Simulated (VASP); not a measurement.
# K (P6_3/mmc) in VASP: single point with PBEsol

Aim: the single point of K with PBEsol.

Everything below comes from runs of VASP 6.6.1. Logs are shortened: lines on timing, memory, paths and dates and some standing lists are left out, and cuts for length are marked.

## (1) The cell of the first run

It takes space group P6_3/mmc (No. 194, hexagonal). The conventional cell has a = 4.666 Å, b = 4.666 Å, c = 15.101 Å, α = 90.00°, β = 90.00°, γ = 120.00°.

This isn't the form of K at room conditions, which is bcc.

## (2) Single point, PBEsol

Input file INCAR:

```
PREC     = Accurate       # precision mode
ENCUT    = 520            # plane-wave cutoff, eV
EDIFF    = 1E-6           # SCF threshold, eV
ISMEAR   = 0              # smearing method
SIGMA    = 0.1            # smearing width, eV
LREAL    = False          # projectors in reciprocal space
LASPH    = True           # aspherical terms in the spheres
NELM     = 80             # most SCF steps
ALGO     = Fast           # electronic algorithm
ISIF     = 2              # what is computed and relaxed
LWAVE    = False          # write WAVECAR
LCHARG   = False          # write CHGCAR
GGA      = PS             # functional
NBANDS   = 26             # bands
```

Input file KPOINTS:

```
Automatic mesh
0
Gamma
  12 12 4
```

Input file POSCAR:

```
K
1.0
    4.6660673103      0.0000000000      0.0000000000
   -2.3330336552      4.0409328265      0.0000000000
    0.0000000000      0.0000000000     15.1014930417
K
4
Direct
    0.0000000000      0.0000000000      0.0000000000
    0.0000000000      0.0000000000      0.5000000000
    0.3333333333      0.6666666667      0.2500000000
    0.6666666667      0.3333333333      0.7500000000
```

Potentials or basis: VASP PAW PBE potentials, release 64 (K_sv).

The run is started by

```console
cat potpaw_PBE.64/K_sv/POTCAR > POTCAR
mpirun -np 1 vasp_std > vasp.out
```

OUTCAR:

```text
PREC = Accurate
   ENCUT = 520
   EDIFF = 1E-6
   ISMEAR = 0
   LREAL = False
   LASPH = True
   NELM = 80
   ISIF = 2
   GGA = PS

 ion  position               nearest neighbor table
   1  0.000  0.000  0.000-
   2  0.000  0.000  0.500-
   3  0.333  0.667  0.250-
   4  0.667  0.333  0.750-

  LATTYP: Found a hexagonal cell.
 ALAT       =     4.6660673103
 C/A-ratio  =     3.2364498918

  Lattice vectors:

 A1 = (   4.6660673103,   0.0000000000,   0.0000000000)
 A2 = (  -2.3330336552,   4.0409328265,   0.0000000000)
 A3 = (   0.0000000000,   0.0000000000,  15.1014930417)

Analysis of symmetry for initial positions (statically):
=====================================================================
 Subroutine PRICEL returns:
 Original cell was already a primitive cell.

 Routine SETGRP: Setting up the symmetry group for a
 hexagonal supercell.

 Subroutine GETGRP returns: Found 24 space group operations
 (whereof 12 operations were pure point group operations)
 out of a pool of 24 trial point group operations.

The static configuration has the point symmetry D_3d.
 The point group associated with its full space group is D_6h.

Analysis of symmetry for dynamics (positions and initial velocities):
=====================================================================
 Subroutine PRICEL returns:
 Original cell was already a primitive cell.

 Routine SETGRP: Setting up the symmetry group for a
 hexagonal supercell.

 Subroutine GETGRP returns: Found 24 space group operations
 (whereof 12 operations were pure point group operations)
 out of a pool of 24 trial point group operations.

The dynamic configuration has the point symmetry D_3d.
 The point group associated with its full space group is D_6h.

 Subroutine INISYM returns: Found 24 space group operations
 (whereof 12 operations are pure point group operations),
 and found     1 'primitive' translations

----------------------------------------------------------------------------------------

                                     Primitive cell

  volume of cell :     284.7426

  direct lattice vectors                    reciprocal lattice vectors
     4.666067310  0.000000000  0.000000000     0.214313239  0.123733806  0.000000000
    -2.333033655  4.040932826  0.000000000     0.000000000  0.247467613  0.000000000
     0.000000000  0.000000000 15.101493042     0.000000000  0.000000000  0.066218618

  length of vectors
     4.666067310  4.666067310 15.101493042     0.247467613  0.247467613  0.066218618

  position of ions in fractional coordinates (direct lattice)
     0.000000000  0.000000000  0.000000000
     0.000000000  0.000000000  0.500000000
     0.333333333  0.666666667  0.250000000
     0.666666667  0.333333333  0.750000000

  ion indices of the primitive-cell ions
   primitive index   ion index
                 1           1
                 2           2
                 3           3
                 4           4

----------------------------------------------------------------------------------------

 KPOINTS: Automatic mesh

Automatic generation of k-mesh.
 Grid dimensions read from file:
 generate k-points for:   12   12    4

 Generating k-lattice:

  Cartesian coordinates                     Fractional coordinates (reciprocal lattice)
     0.017859437  0.010311151  0.000000000     0.083333333  0.000000000  0.000000000
     0.000000000  0.020622301  0.000000000     0.000000000  0.083333333  0.000000000
     0.000000000  0.000000000  0.016554655     0.000000000  0.000000000  0.250000000

  Length of vectors
     0.020622301  0.020622301  0.016554655

  Shift w.r.t. Gamma in fractional coordinates (k-lattice)
     0.000000000  0.000000000  0.000000000

 Subroutine IBZKPT returns following result:
 ===========================================

 Found     57 irreducible k-points:

 Following reciprocal coordinates:
            Coordinates               Weight
  0.000000  0.000000  0.000000      1.000000
  0.083333  0.000000  0.000000      6.000000
  0.166667  0.000000  0.000000      6.000000
  0.250000  0.000000  0.000000      6.000000
  0.333333  0.000000  0.000000      6.000000
  0.416667  0.000000  0.000000      6.000000
[... 16 lines left out ...]
  0.250000  0.000000  0.250000     12.000000
  0.333333  0.000000  0.250000     12.000000
 [... further k-points ...]
   k-points           NKPTS =     57   k-points in BZ     NKDIM =     57   number of bands    NBANDS=     26
   number of dos      NEDOS =    301   number of ions     NIONS =      4
   total plane-waves  NPLWV = 145152
   dimension x,y,z NGX =    36 NGY =   36 NGZ =  112
   dimension x,y,z NGXF=    72 NGYF=   72 NGZF=  224
   ions per type =               4
   NGX,Y,Z   is equivalent  to a cutoff of  12.83, 12.83, 12.33 a.u.
   NGXF,Y,Z  is equivalent  to a cutoff of  25.65, 25.65, 24.66 a.u.
 SYSTEM =  unknown system
   PREC   = accura    normal or accurate (medium, high low for compatibility)
   ISTART =      0    job   : 0-new  1-cont  2-samecut
   ICHARG =      2    charge: 1-file 2-atom 10-const
   ISPIN  =      1    spin polarized calculation?
   LNONCOLLINEAR =      F non collinear calculations
   LSORBIT =      F    spin-orbit coupling
   LASPH  =      T    aspherical Exc in radial PAW
   ENCUT  =  520.0 eV  38.22 Ry    6.18 a.u.   8.68  8.68 28.08*2*pi/ulx,y,z
   NELM   =     80;   NELMIN=  2; NELMDL= -5     # of ELM steps
   EDIFF  = 0.1E-05   stopping-criterion for ELM
   LREAL  =      F    real-space projection
   EDIFFG = 0.1E-04   stopping-criterion for IOM
   NSW    =      0    number of steps for IOM
   IBRION =     -1    ionic relax: 0-MD 1-quasi-New 2-CG
   NFREE  =      0    steps in history (QN), initial steepest desc. (CG)
   ISIF   =      2    stress and relaxation
   ISYM   =      2    0-nonsym 1-usesym 2-fastsym
   POTIM  = 0.5000    time-step for ionic-motion
   TEBEG  =    0.0;   TEEND  =   0.0 temperature during run
   PSTRESS=    0.0 pullay stress
   NELECT =      36.0000    total number of electrons
   NUPDOWN=      -1.0000    fix difference up-down
   EMIN   =  10.00;   EMAX   =-10.00  energy-range for DOS
   EFERMI =   0.00;   METHOD = LEGACY
   ISMEAR =     0;   SIGMA  =   0.10  broadening in eV -4-tet -1-fermi 0-gaus
   EFERMI_NEDOS =   21; number of points for ismear=-14 and -15
   IALGO  =     68    algorithm
   IMIX   =      4    mixing-type and parameters
     AMIX     =   0.40;   BMIX     =  1.00
     AMIX_MAG =   1.60;   BMIX_MAG =  1.00
  volume/ion in A,a.u.               =      71.19       480.38
  Fermi-wavevector in a.u.,A,eV,Ry     =   0.821659  1.552710  9.185608  0.675123
  Thomas-Fermi vector in A             =   1.932857
   LORBIT       =      0    0 simple, 1 ext, 2 COOP (PROOUT), +10 PAW based schemes
   GGA     = PS    functional components
   LHFCALC =     F    Hartree Fock is set to
   AEXX    =    0.0000 exact exchange contribution
   IVDW    =     0    specifies the selected vdW correction
   LEPSILON=     F    determine dielectric tensor
   LRPA    =     F    only Hartree local field effects (RPA)
 non-spin polarized calculation
 RMM-DIIS sequential band-by-band and
 Gauss-broadening in eV      SIGMA  =   0.10
  energy-cutoff  :      520.00
  volume of cell :      284.74
 maximum number of plane-waves:      7696
 NGX is ok and might be reduce to    36
   NGX = 17   NGY = 17   NGZ = 57

 number of electron      35.9999997 magnetization

 Free energy of the ion-electron system (eV)
  ---------------------------------------------------
  ext. energy  EPLUGINS =         0.00000000
  ---------------------------------------------------
  free energy    TOTEN  =        -4.54520005 eV

  energy without entropy =       -4.53237034  energy(sigma->0) =       -4.53878520

 E-fermi :  -0.0971     XC(G=0):  -5.7779

 val. band max:       -0.1066229819   @ k =   0.2500   0.2500   0.2500
 cond. band min:      -0.0697544993   @ k =   0.4167   0.0833   0.5000
 fundamental gap:      0.0368684825
 Fermi energy:        -0.0970888166

 k-point     1 :       0.0000    0.0000    0.0000
  band No.  band energies     occupation
      1     -32.0644      2.00000
      2     -32.0624      2.00000
      3     -32.0619      2.00000
      4     -32.0598      2.00000
      5     -15.6505      2.00000
      6     -15.6124      2.00000
[... 18 lines left out ...]
     25       3.9468      0.00000
     26       4.0477      0.00000

 k-point     2 :       0.0833    0.0000    0.0000
  band No.  band energies     occupation
      1     -32.0642      2.00000
      2     -32.0622      2.00000
      3     -32.0617      2.00000
      4     -32.0596      2.00000
      5     -15.6488      2.00000
      6     -15.6129      2.00000
[... 18 lines left out ...]
     25       3.8228      0.00000
     26       3.9568      0.00000

 k-point     3 :       0.1667    0.0000    0.0000
  band No.  band energies     occupation
      1     -32.0635      2.00000
      2     -32.0617      2.00000
      3     -32.0611      2.00000
      4     -32.0593      2.00000
      5     -15.6439      2.00000
      6     -15.6155      2.00000
[... 18 lines left out ...]
     25       3.3058      0.00000
     26       3.3286      0.00000

 k-point     4 :       0.2500    0.0000    0.0000
  band No.  band energies     occupation
      1     -32.0624      2.00000
      2     -32.0609      2.00000
      3     -32.0604      2.00000
      4     -32.0589      2.00000
      5     -15.6371      2.00000
      6     -15.6231      2.00000
[... 18 lines left out ...]
     25       2.8930      0.00000
     26       2.8965      0.00000

 k-point     5 :       0.3333    0.0000    0.0000
  band No.  band energies     occupation
      1     -32.0613      2.00000
      2     -32.0602      2.00000
      3     -32.0597      2.00000
      4     -32.0586      2.00000
      5     -15.6357      2.00000
      6     -15.6346      2.00000
[... 18 lines left out ...]
     25       2.6668      0.00000
     26       2.7526      0.00000

 k-point     6 :       0.4167    0.0000    0.0000
  band No.  band energies     occupation
      1     -32.0604      2.00000
      2     -32.0597      2.00000
      3     -32.0592      2.00000
      4     -32.0585      2.00000
      5     -15.6440      2.00000
      6     -15.6431      2.00000
[... 427 lines left out ...]
 k-point    21 :       0.0833    0.0000    0.2500
  band No.  band energies     occupation
      1     -32.0640      2.00000
      2     -32.0628      2.00000
      3     -32.0610      2.00000
      4     -32.0598      2.00000
      5     -15.6460      2.00000
      6     -15.6264      2.00000
[... 18 lines left out ...]
     25       3.8503      0.00000
     26       4.0059      0.00000

 k-point    22 :       0.1667    0.0000    0.2500
  band No.  band energies     occupation
      1     -32.0633      2.00000
      2     -32.0622      2.00000
      3     -32.0606      2.00000
      4     -32.0595      2.00000
      5     -15.6418      2.00000
      6     -15.6262      2.00000
[... 18 lines left out ...]
     25       3.2722      0.00000
     26       3.4472      0.00000

 k-point    23 :       0.2500    0.0000    0.2500
  band No.  band energies     occupation
      1     -32.0623      2.00000
      2     -32.0614      2.00000
      3     -32.0600      2.00000
      4     -32.0591      2.00000
      5     -15.6361      2.00000
      6     -15.6283      2.00000
[... 18 lines left out ...]
     25       2.8211      0.00000
     26       3.0629      0.00000

 k-point    24 :       0.3333    0.0000    0.2500
  band No.  band energies     occupation
      1     -32.0612      2.00000
      2     -32.0605      2.00000
      3     -32.0594      2.00000
      4     -32.0587      2.00000
      5     -15.6366      2.00000
      6     -15.6313      2.00000
[... 18 lines left out ...]
     25       2.5522      0.00000
     26       2.6716      0.00000

 [... further k-points ...]

------------------------ aborting loop because EDIFF is reached ----------------------------------------

  FORCE on cell =-STRESS in cart. coord.  units (eV):
  Direction    XX          YY          ZZ          XY          YZ          ZX
  --------------------------------------------------------------------------------------
  -------------------------------------------------------------------------------------
  Total       -0.0351842     -0.0351842     -0.0111224      0.0000000      0.0000000      0.0000000
  in kB       -0.1979727     -0.1979727     -0.0625831      0.0000000      0.0000000      0.0000000
  external PRESSURE =      -0.1528428 kB  Pullay stress =       0.0000000 kB

 VOLUME and BASIS-vectors are now :
 -----------------------------------------------------------------------------
  energy-cutoff  :      520.00
  volume of cell :      284.74
      direct lattice vectors                 reciprocal lattice vectors
     4.666067310  0.000000000  0.000000000     0.214313239  0.123733806  0.000000000
    -2.333033655  4.040932826  0.000000000     0.000000000  0.247467613  0.000000000
     0.000000000  0.000000000 15.101493042     0.000000000  0.000000000  0.066218618

 POSITION                                       TOTAL-FORCE (eV/Angst)
 -----------------------------------------------------------------------------------
      0.00000      0.00000      0.00000        -0.000000      0.000000      0.000000
      0.00000      0.00000      7.55075        -0.000000      0.000000      0.000000
     -0.00000      2.69396      3.77537        -0.000000      0.000000     -0.000000
      2.33303      1.34698     11.32612         0.000000     -0.000000      0.000000
 -----------------------------------------------------------------------------------
    total drift:                               -0.000000      0.000000      0.000000

  FREE ENERGIE OF THE ION-ELECTRON SYSTEM (eV)
  ---------------------------------------------------
  free  energy   TOTEN  =        -4.5452000532 eV

  energy  without entropy=       -4.5323703419  energy(sigma->0) =       -4.53878520
```

Run time: 7.6 min. Hardware: 1 thread of Intel Xeon Platinum 8488C (Sapphire Rapids), shared host; peak memory 0.56 GiB.

Results:

| Quantity | Value |
| --- | --- |
| Free energy | -4.5452 eV |
| Pressure | 0.0 GPa |
| Band gap on the k mesh | zero (bands 18 and 19 overlap by 2.35 eV) |

Caveat: the PAW data sets were made with another functional, which shifts forces and pressure a little.

The gap in the log of VASP goes by the Fermi energy; the results here count the filled bands.